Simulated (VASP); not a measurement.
# NaF (I4/mmm) in VASP: notebook

NaF is run at these levels: PBE; tasks: single point.

Everything below comes from runs of VASP 6.6.1. Logs are shortened: lines on timing, memory, paths and dates and some standing lists are left out, and cuts for length are marked.

## Step 1: The cell of the first run

The structure is tetragonal, space group I4/mmm (No. 139). Conventional cell: a = 3.286 Å, b = 3.286 Å, c = 4.577 Å, α = 90.00°, β = 90.00°, γ = 90.00°. Na (site symmetry 4/mmm) has 6 F at 2.29 to 2.32 Å within 3.0 Å. Within 3.0 Å of F (site symmetry 4/mmm) lie 6 Na at 2.29 to 2.32 Å.

## Step 2: Single point, PBE (strain +0.000 along x and y, -0.015 along z)

Contents of INCAR:

```
SYSTEM = NaF
ALGO = Normal
EDIFF = 1E-6
ENCUT = 520
GGA = PE
ISIF = 2
ISMEAR = 0
LASPH = .True.
LCHARG = .False.
LREAL = .False.
LWAVE = .False.
NBANDS = 14
NELM = 80
PREC = Accurate
SIGMA = 0.05
```

Contents of KPOINTS:

```
k-points
0
Gamma
  8 8 8
  0 0 0
```

Contents of POSCAR:

```
NaF
1.0
    0.0000000000      2.3233000000      2.2884505000
    2.3233000000      0.0000000000      2.2884505000
    2.3233000000      2.3233000000      0.0000000000
Na F
1 1
Direct
    0.0000000000      0.0000000000      0.0000000000
    0.5000000000      0.5000000000      0.5000000000
```

Potentials or basis: VASP PAW PBE potentials, release 64 (Na_pv, F).

Command:

```console
$ cat potpaw_PBE.64/Na_pv/POTCAR potpaw_PBE.64/F/POTCAR > POTCAR
$ mpirun -np 1 vasp_std > vasp.out
```

OUTCAR:

```text
SYSTEM = NaF
   EDIFF = 1E-6
   ENCUT = 520
   GGA = PE
   ISIF = 2
   ISMEAR = 0
   LASPH = .True.
   LREAL = .False.
   NELM = 80
   PREC = Accurate

 ion  position               nearest neighbor table
   1  0.000  0.000  0.000-   2 2.29   2 2.29   2 2.32   2 2.32   2 2.32   2 2.32
   2  0.500  0.500  0.500-   1 2.29   1 2.29   1 2.32   1 2.32   1 2.32   1 2.32

  LATTYP: Found a body centered tetragonal cell.
 ALAT       =     3.2856423695
 C/A-ratio  =     1.3930003589

  Lattice vectors:

 A1 = (   0.0000000000,  -2.3233000000,  -2.2884505000)
 A2 = (   0.0000000000,   2.3233000000,  -2.2884505000)
 A3 = (   2.3233000000,   0.0000000000,   2.2884505000)

Analysis of symmetry for initial positions (statically):
=====================================================================
 Subroutine PRICEL returns:
 Original cell was already a primitive cell.

 Routine SETGRP: Setting up the symmetry group for a
 body centered tetragonal supercell.

 Subroutine GETGRP returns: Found 16 space group operations
 (whereof 16 operations were pure point group operations)
 out of a pool of 16 trial point group operations.

The static configuration has the point symmetry D_4h.

Analysis of symmetry for dynamics (positions and initial velocities):
=====================================================================
 Subroutine PRICEL returns:
 Original cell was already a primitive cell.

 Routine SETGRP: Setting up the symmetry group for a
 body centered tetragonal supercell.

 Subroutine GETGRP returns: Found 16 space group operations
 (whereof 16 operations were pure point group operations)
 out of a pool of 16 trial point group operations.

The dynamic configuration has the point symmetry D_4h.

 Subroutine INISYM returns: Found 16 space group operations
 (whereof 16 operations are pure point group operations),
 and found     1 'primitive' translations

----------------------------------------------------------------------------------------

                                     Primitive cell

  volume of cell :      24.7048

  direct lattice vectors                    reciprocal lattice vectors
     0.000000000  2.323300000  2.288450500    -0.215211122  0.215211122  0.218488449
     2.323300000  0.000000000  2.288450500     0.215211122 -0.215211122  0.218488449
     2.323300000  2.323300000  0.000000000     0.215211122  0.215211122 -0.218488449

  length of vectors
     3.261093157  3.261093157  3.285642369     0.374658320  0.374658320  0.374658320

  position of ions in fractional coordinates (direct lattice)
     0.000000000  0.000000000  0.000000000
     0.500000000  0.500000000  0.500000000

  ion indices of the primitive-cell ions
   primitive index   ion index
                 1           1
                 2           2

----------------------------------------------------------------------------------------

 KPOINTS: k-points

Automatic generation of k-mesh.
 Grid dimensions read from file:
 generate k-points for:    8    8    8

 Generating k-lattice:

  Cartesian coordinates                     Fractional coordinates (reciprocal lattice)
    -0.026901390  0.026901390  0.027311056     0.125000000 -0.000000000  0.000000000
     0.026901390 -0.026901390  0.027311056    -0.000000000  0.125000000  0.000000000
     0.026901390  0.026901390 -0.027311056     0.000000000  0.000000000  0.125000000

  Length of vectors
     0.046832290  0.046832290  0.046832290

  Shift w.r.t. Gamma in fractional coordinates (k-lattice)
     0.000000000  0.000000000  0.000000000

 Subroutine IBZKPT returns following result:
 ===========================================

 Found     59 irreducible k-points:

 Following reciprocal coordinates:
            Coordinates               Weight
  0.000000  0.000000  0.000000      1.000000
  0.125000  0.000000  0.000000      8.000000
  0.250000  0.000000  0.000000      8.000000
  0.375000  0.000000  0.000000      8.000000
  0.500000  0.000000  0.000000      4.000000
  0.125000  0.125000  0.000000      2.000000
[... 16 lines left out ...]
  0.250000  0.000000  0.125000     16.000000
  0.375000  0.000000  0.125000     16.000000
 [... further k-points ...]
   k-points           NKPTS =     59   k-points in BZ     NKDIM =     59   number of bands    NBANDS=     14
   number of dos      NEDOS =    301   number of ions     NIONS =      2
   total plane-waves  NPLWV =  13824
   dimension x,y,z NGX =    24 NGY =   24 NGZ =   24
   dimension x,y,z NGXF=    48 NGYF=   48 NGZF=   48
   ions per type =               1   1
   NGX,Y,Z   is equivalent  to a cutoff of  12.23, 12.23, 12.14 a.u.
   NGXF,Y,Z  is equivalent  to a cutoff of  24.47, 24.47, 24.29 a.u.
 SYSTEM =  NaF
   PREC   = accura    normal or accurate (medium, high low for compatibility)
   ISTART =      0    job   : 0-new  1-cont  2-samecut
   ICHARG =      2    charge: 1-file 2-atom 10-const
   ISPIN  =      1    spin polarized calculation?
   LNONCOLLINEAR =      F non collinear calculations
   LSORBIT =      F    spin-orbit coupling
   LASPH  =      T    aspherical Exc in radial PAW
   ENCUT  =  520.0 eV  38.22 Ry    6.18 a.u.   6.06  6.06  6.11*2*pi/ulx,y,z
   NELM   =     80;   NELMIN=  2; NELMDL= -5     # of ELM steps
   EDIFF  = 0.1E-05   stopping-criterion for ELM
   LREAL  =      F    real-space projection
   EDIFFG = 0.1E-04   stopping-criterion for IOM
   NSW    =      0    number of steps for IOM
   IBRION =     -1    ionic relax: 0-MD 1-quasi-New 2-CG
   NFREE  =      0    steps in history (QN), initial steepest desc. (CG)
   ISIF   =      2    stress and relaxation
   ISYM   =      2    0-nonsym 1-usesym 2-fastsym
   POTIM  = 0.5000    time-step for ionic-motion
   TEBEG  =    0.0;   TEEND  =   0.0 temperature during run
   PSTRESS=    0.0 pullay stress
   NELECT =      14.0000    total number of electrons
   NUPDOWN=      -1.0000    fix difference up-down
   EMIN   =  10.00;   EMAX   =-10.00  energy-range for DOS
   EFERMI =   0.00;   METHOD = LEGACY
   ISMEAR =     0;   SIGMA  =   0.05  broadening in eV -4-tet -1-fermi 0-gaus
   EFERMI_NEDOS =   21; number of points for ismear=-14 and -15
   IALGO  =     38    algorithm
   IMIX   =      4    mixing-type and parameters
     AMIX     =   0.40;   BMIX     =  1.00
     AMIX_MAG =   1.60;   BMIX_MAG =  1.00
  volume/ion in A,a.u.               =      12.35        83.36
  Fermi-wavevector in a.u.,A,eV,Ry     =   1.354743  2.560092 24.971149  1.835328
  Thomas-Fermi vector in A             =   2.481889
   LORBIT       =      0    0 simple, 1 ext, 2 COOP (PROOUT), +10 PAW based schemes
   GGA     = PE    functional components
   LHFCALC =     F    Hartree Fock is set to
   AEXX    =    0.0000 exact exchange contribution
   IVDW    =     0    specifies the selected vdW correction
   LEPSILON=     F    determine dielectric tensor
   LRPA    =     F    only Hartree local field effects (RPA)
 non-spin polarized calculation
 Gauss-broadening in eV      SIGMA  =   0.05
  energy-cutoff  :      520.00
  volume of cell :       24.70
 maximum number of plane-waves:       676
   NGX = 13   NGY = 13   NGZ = 13

 number of electron      13.9999984 magnetization

 Free energy of the ion-electron system (eV)
  ---------------------------------------------------
  ext. energy  EPLUGINS =         0.00000000
  ---------------------------------------------------
  free energy    TOTEN  =        -8.55772456 eV

  energy without entropy =       -8.55772456  energy(sigma->0) =       -8.55772456

 E-fermi :  -1.8133     XC(G=0):  -9.1883

 val. band max:       -2.0537696879   @ k =   0.0000   0.0000   0.0000
 cond. band min:       4.2825549395   @ k =   0.0000   0.0000   0.0000
 fundamental gap:      6.3363246274
 Fermi energy:        -1.8133321748

 k-point     1 :       0.0000    0.0000    0.0000
  band No.  band energies     occupation
      1     -21.2390      2.00000
      2     -20.9808      2.00000
      3     -20.9808      2.00000
      4     -20.9755      2.00000
      5      -2.0542      2.00000
      6      -2.0538      2.00000
      7      -2.0538      2.00000
      8       4.2826      0.00000
      9      16.9392      0.00000
     10      16.9392      0.00000
     11      17.0453      0.00000
     12      19.8509      0.00000
     13      21.8153      0.00000
     14      22.2566      0.00000

 k-point     2 :       0.1250    0.0000    0.0000
  band No.  band energies     occupation
      1     -21.4354      2.00000
      2     -20.9829      2.00000
      3     -20.9791      2.00000
      4     -20.7623      2.00000
      5      -2.3519      2.00000
      6      -2.0934      2.00000
      7      -2.0917      2.00000
      8       4.8315      0.00000
      9      15.2382      0.00000
     10      17.1731      0.00000
     11      17.2577      0.00000
     12      21.2674      0.00000
     13      21.6499      0.00000
     14      21.7618      0.00000

 k-point     3 :       0.2500    0.0000    0.0000
  band No.  band energies     occupation
      1     -21.6633      2.00000
      2     -20.9880      2.00000
      3     -20.9828      2.00000
      4     -20.4838      2.00000
      5      -2.9584      2.00000
      6      -2.1875      2.00000
      7      -2.1816      2.00000
      8       6.1561      0.00000
      9      13.1459      0.00000
     10      17.6750      0.00000
     11      17.8216      0.00000
     12      20.6459      0.00000
     13      20.9565      0.00000
     14      22.4142      0.00000
[... 324 lines left out ...]
 k-point    23 :       0.2500    0.0000    0.1250
  band No.  band energies     occupation
      1     -21.5844      2.00000
      2     -20.9943      2.00000
      3     -20.9894      2.00000
      4     -20.5649      2.00000
      5      -2.8261      2.00000
      6      -2.2082      2.00000
      7      -2.1986      2.00000
      8       6.0453      0.00000
      9      13.5243      0.00000
     10      17.3803      0.00000
     11      17.4360      0.00000
     12      18.9684      0.00000
     13      22.4464      0.00000
     14      23.9999      0.00000

 k-point    24 :       0.3750    0.0000    0.1250
  band No.  band energies     occupation
      1     -21.7236      2.00000
      2     -21.0004      2.00000
      3     -20.9953      2.00000
      4     -20.3791      2.00000
      5      -3.2852      2.00000
      6      -2.3374      2.00000
      7      -2.2864      2.00000
      8       7.5397      0.00000
      9      11.9888      0.00000
     10      17.0629      0.00000
     11      17.7812      0.00000
     12      19.0374      0.00000
     13      22.1456      0.00000
     14      23.8497      0.00000

 [... further k-points ...]

------------------------ aborting loop because EDIFF is reached ----------------------------------------

  FORCE on cell =-STRESS in cart. coord.  units (eV):
  Direction    XX          YY          ZZ          XY          YZ          ZX
  --------------------------------------------------------------------------------------
  -------------------------------------------------------------------------------------
  Total        0.2996063      0.2996063      0.5213936      0.0000000      0.0000000     -0.0000000
  in kB       19.4302960     19.4302960     33.8138160      0.0000000      0.0000000     -0.0000000
  external PRESSURE =      24.2248026 kB  Pullay stress =       0.0000000 kB

 VOLUME and BASIS-vectors are now :
 -----------------------------------------------------------------------------
  energy-cutoff  :      520.00
  volume of cell :       24.70
      direct lattice vectors                 reciprocal lattice vectors
     0.000000000  2.323300000  2.288450500    -0.215211122  0.215211122  0.218488449
     2.323300000  0.000000000  2.288450500     0.215211122 -0.215211122  0.218488449
     2.323300000  2.323300000  0.000000000     0.215211122  0.215211122 -0.218488449

 POSITION                                       TOTAL-FORCE (eV/Angst)
 -----------------------------------------------------------------------------------
      0.00000      0.00000      0.00000         0.000000     -0.000000      0.000000
      2.32330      2.32330      2.28845        -0.000000      0.000000      0.000000
 -----------------------------------------------------------------------------------
    total drift:                                0.000000     -0.000000      0.000000

  FREE ENERGIE OF THE ION-ELECTRON SYSTEM (eV)
  ---------------------------------------------------
  free  energy   TOTEN  =        -8.5577245600 eV

  energy  without entropy=       -8.5577245600  energy(sigma->0) =       -8.55772456
```

Wall time 6.4 s (1 thread of Intel Xeon 6975P-C (Granite Rapids), shared host); peak memory 0.13 GiB.

What came out:

* Free energy: -8.5577 eV
* Pressure: 2.4 GPa
* Band gap on the k mesh: 6.34 eV, direct

Levels at points of the mesh, in eV from the valence-band top:
```csv
k point,band 5,band 6,band 7,band 8,band 9,band 10
"(0.00, 0.00, 0.00)",0.00,0.00,0.00,6.34,18.99,18.99
"(0.50, 0.00, 0.00)",-1.60,-0.26,-0.25,10.82,12.53,20.04
"(0.50, 0.50, 0.00)",-1.27,-0.42,-0.42,13.23,13.35,13.71
"(0.50, 0.00, 0.50)",-1.29,-0.41,-0.39,13.14,13.38,13.65
```

Caveat: the cell differs from its parent crystal (strain +0.000 along x and y, -0.015 along z).

## Step 3: Single point, PBE (strain -0.015 along x and y, +0.015 along z)

Contents of INCAR:

```
SYSTEM = NaF
ALGO = Normal
EDIFF = 1E-6
ENCUT = 520
GGA = PE
ISIF = 2
ISMEAR = 0
LASPH = .TRUE.
LCHARG = .FALSE.
LREAL = .FALSE.
LWAVE = .FALSE.
NBANDS = 14
NELM = 60
PREC = Accurate
SIGMA = 0.05
```

Contents of KPOINTS:

```
k-points
0
G
  8 8 8
  0 0 0
```

Contents of POSCAR:

```
NaF
1.0
    0.0000000000      2.2884505000      2.3581495000
    2.2884505000      0.0000000000      2.3581495000
    2.2884505000      2.2884505000      0.0000000000
Na F
1 1
Direct
    0.0000000000      0.0000000000      0.0000000000
    0.5000000000      0.5000000000      0.5000000000
```

Potentials or basis: VASP PAW PBE potentials, release 64 (Na_pv, F).

Command:

```console
$ cat potpaw_PBE.64/Na_pv/POTCAR potpaw_PBE.64/F/POTCAR > POTCAR
$ mpirun -np 1 vasp_std > vasp.out
```

Run time: 6 s. Hardware: 1 thread of Intel Xeon 6975P-C (Granite Rapids), shared host; peak memory 0.13 GiB.

Results (log left out):

```yaml
Free_energy: -8.5546 eV
Pressure: 2.5 GPa
Band_gap_on_the_k_mesh: 6.34 eV, direct
```

Stress tensor (GPa, compression positive):
```
3.40 0.00 0.00
0.00 3.40 0.00
0.00 0.00 0.76
```

Levels at points of the mesh, in eV from the valence-band top:
```tsv
k point	band 5	band 6	band 7	band 8	band 9	band 10
(0.00, 0.00, 0.00)	0.00	0.00	0.00	6.34	18.89	19.11
(0.50, 0.00, 0.00)	-1.60	-0.27	-0.25	10.82	12.53	19.92
(0.50, 0.50, 0.00)	-1.32	-0.37	-0.37	12.94	13.53	13.61
(0.50, 0.00, 0.50)	-1.27	-0.45	-0.40	13.24	13.35	13.71
```

Caveat: the cell differs from its parent crystal (strain -0.015 along x and y, +0.015 along z).

[end of part 1 of 2]
